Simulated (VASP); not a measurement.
Set up this calculation in VASP 6.6.1, as the native input.

| Property | Result |
| --- | --- |
| Task | single point |
| Functional | PBE |
| Potentials or basis | VASP PAW PBE potentials, release 64 (Ti_sv, O) |
| Cutoff | 520 eV |
| k mesh | 6 × 6 × 4 |
| Occupations | gaussian, width 0.02 eV |
| Spin | no spin polarisation |
| Dipole correction | no |
| Further INCAR settings | ALGO = Normal; EDIFF = 1e-07; NBANDS = 60 |

The structure of TiO2 lies in POSCAR:

```
TiO2
1.0
    6.1347033686     -1.8776919275     -0.0063908169
    6.1347033686      1.8776919275     -0.0063908169
   -1.9289846483      0.0000000000      6.3378183071
Ti O
4 8
Direct
    0.8060891270      0.8060891270      0.7189152385
    0.1006034673      0.1006034673      0.7101743290
    0.1939108730      0.1939108730      0.2810847615
    0.8993965327      0.8993965327      0.2898256710
    0.0580551394      0.0580551394      0.3696773702
    0.6386778282      0.6386778282      0.7067635712
    0.1325565405      0.1325565405      0.0033746096
    0.9419448606      0.9419448606      0.6303226298
    0.7355839700      0.7355839700      0.3452499159
    0.8674434595      0.8674434595      0.9966253904
    0.2644160300      0.2644160300      0.6547500841
    0.3613221718      0.3613221718      0.2932364288
```

The input as run:

INCAR

```
  ALGO = Normal
  EDIFF = 1E-7
  ENCUT = 520
  GGA = PE
  ISIF = 2
  ISMEAR = 0
  LASPH = True
  LCHARG = False
  LREAL = False
  LWAVE = False
  NBANDS = 60
  NELM = 100
  PREC = Accurate
  SIGMA = 0.02
```

KPOINTS

```
k-points
0
Gamma
  6 6 4
```

Potentials or basis: VASP PAW PBE potentials, release 64 (Ti_sv, O).

The run is started by

```bash
$ cat potpaw_PBE.64/Ti_sv/POTCAR potpaw_PBE.64/O/POTCAR > POTCAR
$ mpirun -np 1 vasp_std > vasp.out
```

Results of the run:

```
Pressure               : 0.6 GPa
Largest force          : 0.080 eV/Å
Band gap on the k mesh : 2.75 eV, indirect (least direct gap 2.93 eV)
```

It took 7.2 min on 1 thread of Intel(R) Xeon(R) 6975P-C (Granite Rapids), with other jobs on the host, peak memory 0.5 GiB.
